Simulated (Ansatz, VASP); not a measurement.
## AgCl: VASP beside Ansatz

File INCAR:

```
SYSTEM = AgCl
ALGO = Normal
EDIFF = 1E-6
ENCUT = 500
GGA = PS
GGA_COMPAT = .False.
ISIF = 2
ISMEAR = 0
LASPH = .True.
LCHARG = .False.
LREAL = .False.
LWAVE = .False.
NBANDS = 16
NELM = 120
PREC = Accurate
SIGMA = 0.01
```

File KPOINTS:

```
k-points
0
Gamma
  8 8 8
  0 0 0
```

Contents of POSCAR:

```
AgCl
1.0
    0.0000000000      2.7237571629      2.7237571629
    2.7237571629      0.0000000000      2.7237571629
    2.7237571629      2.7237571629      0.0000000000
Ag Cl
1 1
Direct
    0.0018356996      0.0018356996      0.0018356996
    0.5000000000      0.5000000000      0.5000000000
```

Input for Ansatz:

```yaml
crystal:
  lattice:
    - [0.0, 2.72375716287, 2.72375716287]
    - [2.72375716287, 0.0, 2.72375716287]
    - [2.72375716287, 2.72375716287, 0.0]
  atoms:
    - { symbol: Ag, position: [0.001835699624, 0.001835699624, 0.001835699624] }
    - { symbol: Cl, position: [0.5, 0.5, 0.5] }
kpoints:
  mp_grid: { grid: [8, 8, 8] }
scf:
  occupations: { method: fixed }
  convergence: { dr2_threshold: 1.0e-10 }
hamiltonian:
  xc: pbesol
  pseudopotentials: { kind: all_electron, lapw: { basis_error: 0.0005 } }
output:
  forces: true
  stress: true
  eigenstates:
    kpoints:
      - [0.0, 0.0, 0.0]
      - [0.0, -0.5, 0.0]
      - [-0.5, 0.0, 0.0]
      - [0.0, 0.0, -0.5]
      - [-0.5, -0.5, -0.5]
      - [-0.5, 0.0, -0.5]
      - [0.0, -0.5, -0.5]
      - [-0.5, -0.5, 0.0]
  eigenvalues: true
```

Change from the starting cell: atom 1 moved by [0.01, 0.01, 0.01] A.

Alike in both runs: task single point; functional PBEsol; k mesh 8 × 8 × 8; no spin polarisation.

```csv
,VASP,Ansatz
version,VASP 6.6.1,Ansatz 0.2.0
potentials or method,"VASP PAW PBE potentials, release 64 (Ag, Cl), cutoff 500 eV","all-electron LAPW, scalar-relativistic"
occupations,"gaussian, width 0.01 eV",fixed
```

|  | VASP | Ansatz | Ansatz less VASP |
| --- | --- | --- | --- |
| gap on the k mesh at the Fermi level (eV) | 0.72 | 0.73 | +0.005 |
| pressure (GPa) | -0.1 | 0.0 | +0.10 |
| rms of the force components (eV/Å) | 0.013 | 0.013 | +0.0001 |

VASP's potentials were made for PBE, not for PBEsol. Atom by atom the forces differ by 0.000 eV/Å (rms over components). Ansatz ran all-electron here, and VASP with PAW potentials.
